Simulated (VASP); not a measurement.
# Al3CoNi2 (P-3m1) in VASP: single point with PBE

Aim: the single point of Al3CoNi2 with PBE.

Everything below comes from runs of VASP 6.6.1. Logs are shortened: lines on timing, memory, paths and dates and some standing lists are left out, and cuts for length are marked.

## Step 1: The cell of the first run

It takes space group P-3m1 (No. 164, trigonal). Conventional cell: a = 4.077 Å, b = 4.077 Å, c = 4.992 Å, α = 90.00°, β = 90.00°, γ = 120.00°. Al (site symmetry -3m) has 2 Co at 2.50 Å and 6 Ni at 2.50 Å and 6 Al at 2.89 Å within 3.3 Å. Al (site symmetry 3m) has 5 Ni at 2.47 to 2.52 Å and 3 Co at 2.49 Å and 6 Al at 2.87 to 2.89 Å within 3.3 Å. Ni (site symmetry 3m) has 8 Al at 2.47 to 2.52 Å and 3 Co at 2.87 Å and 3 Ni at 2.91 Å within 3.3 Å. Co (site symmetry -3m) has 8 Al at 2.49 to 2.50 Å and 6 Ni at 2.87 Å within 3.3 Å.

## Step 2: Single point, PBE, collinear spin, ferromagnetic start

Contents of INCAR:

```
SYSTEM = Al3CoNi2
PREC = Accurate
ENCUT = 520
EDIFF = 1E-6
ISMEAR = 0
SIGMA = 0.2
LREAL = .False.
LASPH = .True.
NELM = 150
ALGO = Fast
ISIF = 2
LWAVE = .False.
LCHARG = .True.
ISPIN = 2
MAGMOM = 0 0 0 0 0 0 0 0 0 0 0.4 0.4
LORBIT = 11
LMAXMIX = 4
GGA = PE
LELF = .True.
LVHAR = .True.
NBANDS = 54
```

Contents of KPOINTS:

```
Automatic mesh
0
Gamma
  6 4 4
  0 0 0
```

Contents of POSCAR:

```
Al3CoNi2
1.0
   -4.0769584820      0.0000000289      0.0000000000
    0.0000000000      0.0000000000     -4.9918132000
   -0.0000000500     -7.0614992312      0.0000000000
Al Ni Co
6 4 2
Direct
    0.0000000000      0.0000000000      0.0000000000
    0.5000000000      0.0000000000      0.5000000000
    1.0000000000      0.3347030000      0.6666666667
    0.5000000000      0.3347030000      0.1666666667
    0.5000000000      0.6652970000      0.8333333333
    1.0000000000      0.6652970000      0.3333333333
    1.0000000000      0.8290870000      0.6666666667
    0.5000000000      0.8290870000      0.1666666667
    0.5000000000      0.1709130000      0.8333333333
    1.0000000000      0.1709130000      0.3333333333
    0.0000000000      0.5000000000      0.0000000000
    0.5000000000      0.5000000000      0.5000000000
```

Potentials or basis: VASP PAW PBE potentials, release 64 (Al, Ni, Co).

Command:

```console
cat potpaw_PBE.64/Al/POTCAR potpaw_PBE.64/Ni/POTCAR potpaw_PBE.64/Co/POTCAR > POTCAR
mpirun -np 1 vasp_std > vasp.out
```

OUTCAR:

```text
SYSTEM = Al3CoNi2
   PREC = Accurate
   ENCUT = 520
   EDIFF = 1E-6
   ISMEAR = 0
   LREAL = .False.
   LASPH = .True.
   NELM = 150
   ISIF = 2
   ISPIN = 2
   LORBIT = 11
   GGA = PE

 ion  position               nearest neighbor table
   1  0.000  0.000  0.000-  11 2.50  11 2.50   7 2.50  10 2.50   8 2.50   9 2.50   8 2.50   9 2.50
                             3 2.89   6 2.89   4 2.89   5 2.89   4 2.89   5 2.89
   2  0.500  0.000  0.500-  12 2.50  12 2.50   8 2.50   9 2.50   7 2.50  10 2.50   7 2.50  10 2.50
                             4 2.89   5 2.89   3 2.89   6 2.89   3 2.89   6 2.89
   3  0.000  0.335  0.667-   7 2.47   9 2.49   9 2.49  10 2.49  11 2.49  12 2.49  12 2.49   7 2.52
                             5 2.87   5 2.87   6 2.87   1 2.89   2 2.89   2 2.89
   4  0.500  0.335  0.167-   8 2.47  10 2.49  10 2.49   9 2.49  12 2.49  11 2.49  11 2.49   8 2.52
                             6 2.87   6 2.87   5 2.87   2 2.89   1 2.89   1 2.89
   5  0.500  0.665  0.833-   9 2.47   7 2.49   7 2.49   8 2.49  12 2.49  11 2.49  11 2.49   9 2.52
                             3 2.87   3 2.87   4 2.87   2 2.89   1 2.89   1 2.89
   6  0.000  0.665  0.333-  10 2.47   8 2.49   8 2.49   7 2.49  11 2.49  12 2.49  12 2.49  10 2.52
                             4 2.87   4 2.87   3 2.87   1 2.89   2 2.89   2 2.89
   7  0.000  0.829  0.667-   3 2.47   5 2.49   5 2.49   6 2.49   1 2.50   2 2.50   2 2.50   3 2.52
                            11 2.87  12 2.87  12 2.87   9 2.91   9 2.91  10 2.91
   8  0.500  0.829  0.167-   4 2.47   6 2.49   6 2.49   5 2.49   2 2.50   1 2.50   1 2.50   4 2.52
                            12 2.87  11 2.87  11 2.87  10 2.91  10 2.91   9 2.91
   9  0.500  0.171  0.833-   5 2.47   3 2.49   3 2.49   4 2.49   2 2.50   1 2.50   1 2.50   5 2.52
                            12 2.87  11 2.87  11 2.87   7 2.91   7 2.91   8 2.91
  10  0.000  0.171  0.333-   6 2.47   4 2.49   4 2.49   3 2.49   1 2.50   2 2.50   2 2.50   6 2.52
                            11 2.87  12 2.87  12 2.87   8 2.91   8 2.91   7 2.91
  11  0.000  0.500  0.000-   3 2.49   6 2.49   4 2.49   5 2.49   4 2.49   5 2.49   1 2.50   1 2.50
                            10 2.87   7 2.87   8 2.87   9 2.87   8 2.87   9 2.87
  12  0.500  0.500  0.500-   4 2.49   5 2.49   3 2.49   6 2.49   3 2.49   6 2.49   2 2.50   2 2.50
                             9 2.87   8 2.87   7 2.87  10 2.87   7 2.87  10 2.87

  LATTYP: Found a simple orthorhombic cell.
 ALAT       =     4.0769584820
 B/A-ratio  =     1.2243963783
 C/A-ratio  =     1.7320508076

  Lattice vectors:

 A1 = (  -4.0769584820,   0.0000000289,   0.0000000000)
 A2 = (   0.0000000000,   0.0000000000,  -4.9918132000)
 A3 = (  -0.0000000500,  -7.0614992312,   0.0000000000)

Analysis of symmetry for initial positions (statically):
=====================================================================
 Subroutine PRICEL returns following result:

  LATTYP: Found a hexagonal cell.
 ALAT       =     4.0769584820
 C/A-ratio  =     1.2243963783
[... 12 lines left out ...]
 Subroutine GETGRP returns: Found  4 space group operations
 (whereof  4 operations were pure point group operations)
 out of a pool of  8 trial point group operations.

The static configuration has the point symmetry C_2h.

Analysis of symmetry for dynamics (positions and initial velocities):
=====================================================================
 Subroutine PRICEL returns following result:

  LATTYP: Found a hexagonal cell.
 ALAT       =     4.0769584820
 C/A-ratio  =     1.2243963783
[... 12 lines left out ...]
 Subroutine GETGRP returns: Found  4 space group operations
 (whereof  4 operations were pure point group operations)
 out of a pool of  8 trial point group operations.

The dynamic configuration has the point symmetry C_2h.

Analysis of structural, dynamic, and magnetic symmetry:
=====================================================================
 Subroutine PRICEL returns following result:

  LATTYP: Found a hexagonal cell.
 ALAT       =     4.0769584820
 C/A-ratio  =     1.2243963783
[... 12 lines left out ...]
 Subroutine GETGRP returns: Found  4 space group operations
 (whereof  4 operations were pure point group operations)
 out of a pool of  8 trial point group operations.

The overall configuration has the point symmetry C_2h.

 Subroutine INISYM returns: Found  4 space group operations
 (whereof  4 operations are pure point group operations),
 and found     2 'primitive' translations

----------------------------------------------------------------------------------------

                                     Primitive cell

  volume of cell :      71.8558

  direct lattice vectors                    reciprocal lattice vectors
    -2.038479266 -3.530749601  0.000000000    -0.245280890 -0.141612985  0.000000000
    -2.038479216  3.530749630  0.000000000    -0.245280888  0.141612989  0.000000000
     0.000000000  0.000000000 -4.991813200     0.000000000  0.000000000 -0.200328009

  length of vectors
     4.076958482  4.076958482  4.991813200     0.283225974  0.283225974  0.200328009

  position of ions in fractional coordinates (direct lattice)
     0.000000000  0.000000000  0.000000000
     0.666666667  0.333333333  0.334703000
     0.333333333  0.666666667  0.665297000
     0.666666667  0.333333333  0.829087000
     0.333333333  0.666666667  0.170913000
     0.000000000  0.000000000  0.500000000
[... 65 lines left out ...]
   total plane-waves  NPLWV =  64800
   dimension x,y,z NGX =    30 NGY =   40 NGZ =   54
   dimension x,y,z NGXF=    60 NGYF=   80 NGZF=  108
   ions per type =               6   4   2
   NGX,Y,Z   is equivalent  to a cutoff of  12.23, 13.32, 12.71 a.u.
   NGXF,Y,Z  is equivalent  to a cutoff of  24.47, 26.64, 25.43 a.u.
 SYSTEM =  Al3CoNi2
   PREC   = accura    normal or accurate (medium, high low for compatibility)
   ISTART =      0    job   : 0-new  1-cont  2-samecut
   ICHARG =      2    charge: 1-file 2-atom 10-const
   ISPIN  =      2    spin polarized calculation?
   LNONCOLLINEAR =      F non collinear calculations
   LSORBIT =      F    spin-orbit coupling
   LASPH  =      T    aspherical Exc in radial PAW
   ENCUT  =  520.0 eV  38.22 Ry    6.18 a.u.   7.58  9.28 13.13*2*pi/ulx,y,z
   NELM   =    150;   NELMIN=  2; NELMDL= -5     # of ELM steps
   EDIFF  = 0.1E-05   stopping-criterion for ELM
   LREAL  =      F    real-space projection
   EDIFFG = 0.1E-04   stopping-criterion for IOM
   NSW    =      0    number of steps for IOM
   IBRION =     -1    ionic relax: 0-MD 1-quasi-New 2-CG
   NFREE  =      0    steps in history (QN), initial steepest desc. (CG)
   ISIF   =      2    stress and relaxation
   ISYM   =      2    0-nonsym 1-usesym 2-fastsym
   POTIM  = 0.5000    time-step for ionic-motion
   TEBEG  =    0.0;   TEEND  =   0.0 temperature during run
   PSTRESS=    0.0 pullay stress
   NELECT =      76.0000    total number of electrons
   NUPDOWN=      -1.0000    fix difference up-down
   EMIN   =  10.00;   EMAX   =-10.00  energy-range for DOS
   EFERMI =   0.00;   METHOD = LEGACY
   ISMEAR =     0;   SIGMA  =   0.20  broadening in eV -4-tet -1-fermi 0-gaus
   EFERMI_NEDOS =   21; number of points for ismear=-14 and -15
   IALGO  =     68    algorithm
   IMIX   =      4    mixing-type and parameters
     AMIX     =   0.40;   BMIX     =  1.00
     AMIX_MAG =   1.60;   BMIX_MAG =  1.00
  volume/ion in A,a.u.               =      11.98        80.82
  Fermi-wavevector in a.u.,A,eV,Ry     =   1.323881  2.501772 23.846389  1.752660
  Thomas-Fermi vector in A             =   2.453456
   LORBIT       =     11    0 simple, 1 ext, 2 COOP (PROOUT), +10 PAW based schemes
   GGA     = PE    functional components
   LHFCALC =     F    Hartree Fock is set to
   AEXX    =    0.0000 exact exchange contribution
   IVDW    =     0    specifies the selected vdW correction
   LEPSILON=     F    determine dielectric tensor
   LRPA    =     F    only Hartree local field effects (RPA)
 spin polarized calculation
 RMM-DIIS sequential band-by-band and
 Gauss-broadening in eV      SIGMA  =   0.20
  energy-cutoff  :      520.00
  volume of cell :      143.71
 maximum number of plane-waves:      3908
   NGX = 15   NGY = 19   NGZ = 27

 number of electron      76.0000015 magnetization       0.0029606

 Free energy of the ion-electron system (eV)
  ---------------------------------------------------
  ext. energy  EPLUGINS =         0.00000000
  ---------------------------------------------------
  free energy    TOTEN  =       -65.91978478 eV

  energy without entropy =      -65.75878472  energy(sigma->0) =      -65.83928475

 E-fermi :  10.0464     XC(G=0): -12.0592

 val. band max:       10.0412516885   @ k =  -0.0000   0.2500   0.5000
 cond. band min:      10.0485392021   @ k =   0.1667   0.0000   0.2500
 fundamental gap:      0.0072875137
 Fermi energy:        10.0463519940

 spin component 1

 k-point     1 :       0.0000    0.0000    0.0000
  band No.  band energies     occupation
      1      -0.9896      1.00000
      2       1.8924      1.00000
      3       1.9616      1.00000
      4       4.2477      1.00000
      5       4.2865      1.00000
      6       4.8067      1.00000
[... 1261 lines left out ...]
     49      15.3135      0.00000
     50      15.3135      0.00000

 [... further k-points ...]

 spin component 2

 k-point     1 :       0.0000    0.0000    0.0000
  band No.  band energies     occupation
      1      -0.9896      1.00000
      2       1.8924      1.00000
      3       1.9616      1.00000
      4       4.2477      1.00000
      5       4.2866      1.00000
      6       4.8068      1.00000
[... 1261 lines left out ...]
     49      15.3136      0.00000
     50      15.3136      0.00000

 [... further k-points ...]

 [bands above 50 left out]

------------------------ aborting loop because EDIFF is reached ----------------------------------------

  FORCE on cell =-STRESS in cart. coord.  units (eV):
  Direction    XX          YY          ZZ          XY          YZ          ZX
  --------------------------------------------------------------------------------------
  -------------------------------------------------------------------------------------
  Total        0.1500662     -0.1153339     -0.1790946     -0.0000000      0.0408706      0.0000000
  in kB        1.6730231     -1.2858077     -1.9966482     -0.0000000      0.4556483      0.0000000
  external PRESSURE =      -0.5364776 kB  Pullay stress =       0.0000000 kB

 VOLUME and BASIS-vectors are now :
 -----------------------------------------------------------------------------
  energy-cutoff  :      520.00
  volume of cell :      143.71
      direct lattice vectors                 reciprocal lattice vectors
    -4.076958482  0.000000029  0.000000000    -0.245280889  0.000000002  0.000000000
     0.000000000  0.000000000 -4.991813200     0.000000000  0.000000000 -0.200328009
    -0.000000050 -7.061499231  0.000000000    -0.000000001 -0.141612987  0.000000000

 POSITION                                       TOTAL-FORCE (eV/Angst)
 -----------------------------------------------------------------------------------
      0.00000      0.00000      0.00000        -0.000000      0.000000      0.000000
     -2.03848     -3.53075      0.00000        -0.000000      0.000000      0.000000
     -0.00000     -4.70767     -1.67077         0.000000      0.000003     -0.007663
     -2.03848     -1.17692     -1.67077         0.000000      0.000003     -0.007663
     -2.03848     -5.88458     -3.32104        -0.000000     -0.000003      0.007663
     -0.00000     -2.35383     -3.32104        -0.000000     -0.000003      0.007663
     -0.00000     -4.70767     -4.13865         0.000000      0.003581      0.002940
     -2.03848     -1.17692     -4.13865         0.000000      0.003581      0.002940
     -2.03848     -5.88458     -0.85317        -0.000000     -0.003581     -0.002940
     -0.00000     -2.35383     -0.85317        -0.000000     -0.003581     -0.002940
      0.00000      0.00000     -2.49591        -0.000000      0.000000      0.000000
     -2.03848     -3.53075     -2.49591        -0.000000      0.000000      0.000000
 -----------------------------------------------------------------------------------
    total drift:                               -0.000000     -0.000000      0.000000

  FREE ENERGIE OF THE ION-ELECTRON SYSTEM (eV)
  ---------------------------------------------------
  free  energy   TOTEN  =       -65.9197847806 eV

  energy  without entropy=      -65.7587847235  energy(sigma->0) =      -65.83928475

 total charge

# of ion       s       p       d       tot
------------------------------------------
    1        0.385   0.414   0.000   0.799
    2        0.385   0.414   0.000   0.799
    3        0.387   0.414   0.000   0.802
    4        0.387   0.414   0.000   0.802
    5        0.387   0.414   0.000   0.802
    6        0.387   0.414   0.000   0.802
    7        0.469   0.516   8.464   9.450
    8        0.469   0.516   8.464   9.450
    9        0.469   0.516   8.464   9.450
   10        0.469   0.516   8.464   9.450
   11        0.435   0.464   7.518   8.416
   12        0.435   0.464   7.518   8.416
--------------------------------------------------
tot          5.066   5.477  48.893  59.435

 magnetization (x)

# of ion       s       p       d       tot
------------------------------------------
    1       -0.000   0.000   0.000  -0.000
    2       -0.000   0.000   0.000  -0.000
    3       -0.000  -0.000   0.000  -0.000
    4       -0.000  -0.000   0.000  -0.000
    5       -0.000  -0.000   0.000  -0.000
    6       -0.000  -0.000   0.000  -0.000
    7        0.000  -0.000   0.000   0.000
    8        0.000  -0.000   0.000   0.000
    9        0.000  -0.000   0.000   0.000
   10        0.000  -0.000   0.000   0.000
   11        0.000   0.000   0.001   0.001
   12        0.000   0.000   0.001   0.001
--------------------------------------------------
tot          0.000  -0.000   0.003   0.003
```

Run time: 34 min. Hardware: 1 thread of Oxide Virtual Turin-like, shared host; peak memory 0.55 GiB.

What came out:

| Quantity | Value |
| --- | --- |
| Free energy | -65.9198 eV |
| Pressure | -0.1 GPa |
| Largest force | 0.008 eV/Å |
| Band gap on the k mesh | zero (filled and empty bands overlap) |
| Net moment | 0.00 μB per cell |
| Valence electrons inside the program's atomic spheres | Al 0.80; Ni 9.45; Co 8.42 |

Forces on the atoms (eV/Å):
```
Al   0.000  0.000  0.000
Al   0.000  0.000  0.000
Al   0.000  0.000 -0.008
Al   0.000  0.000 -0.008
Al   0.000  0.000  0.008
Al   0.000  0.000  0.008
Ni   0.000  0.004  0.003
Ni   0.000  0.004  0.003
Ni   0.000 -0.004 -0.003
Ni   0.000 -0.004 -0.003
Co   0.000  0.000  0.000
Co   0.000  0.000  0.000
```

Stress tensor (GPa, compression positive):
```
 0.17  0.00  0.00
 0.00 -0.13  0.05
 0.00  0.05 -0.20
```

Levels at points of the mesh, in eV from the Fermi level:
Spin up:
| k point | band 36 | band 37 | band 38 | band 39 | band 40 | band 41 |
| --- | --- | --- | --- | --- | --- | --- |
| (0.00, 0.00, 0.00) | -1.01 | -0.64 | 0.31 | 0.85 | 1.81 | 2.05 |
| (0.50, 0.00, 0.00) | -1.24 | -0.23 | -0.23 | -0.13 | -0.13 | 1.28 |
| (0.00, 0.50, 0.00) | -0.28 | 0.53 | 0.98 | 2.12 | 2.12 | 2.13 |
| (0.50, 0.50, 0.00) | -0.82 | -0.50 | -0.50 | -0.02 | -0.02 | -0.02 |
| (0.00, 0.00, 0.50) | -0.78 | -0.26 | -0.26 | -0.07 | -0.07 | 2.33 |
| (0.50, 0.00, 0.50) | -1.27 | -0.64 | -0.64 | 0.31 | 0.31 | 0.85 |
| (0.00, 0.50, 0.50) | -0.48 | 0.28 | 0.28 | 1.18 | 1.18 | 1.33 |
| (0.50, 0.50, 0.50) | -1.08 | -0.28 | -0.28 | 0.53 | 0.53 | 0.98 |
Spin down:
```
           k point  band 35  band 36  band 37  band 38  band 39  band 40  band 41  band 42
(0.00, 0.00, 0.00)    -1.10    -1.01    -0.64     0.31     0.85     1.81     2.05     2.05
(0.50, 0.00, 0.00)    -1.24    -1.24    -0.23    -0.23    -0.13    -0.13     1.28     1.28
(0.00, 0.50, 0.00)    -0.64    -0.28     0.53     0.98     2.12     2.12     2.13     2.35
(0.50, 0.50, 0.00)    -0.82    -0.82    -0.49    -0.49    -0.01    -0.01    -0.01    -0.01
(0.00, 0.00, 0.50)    -0.78    -0.78    -0.25    -0.25    -0.07    -0.07     2.33     2.33
(0.50, 0.00, 0.50)    -1.27    -1.27    -0.64    -0.64     0.31     0.31     0.85     0.85
(0.00, 0.50, 0.50)    -0.48    -0.48     0.28     0.28     1.18     1.18     1.33     1.33
(0.50, 0.50, 0.50)    -1.08    -1.08    -0.28    -0.28     0.53     0.53     0.98     0.98
```
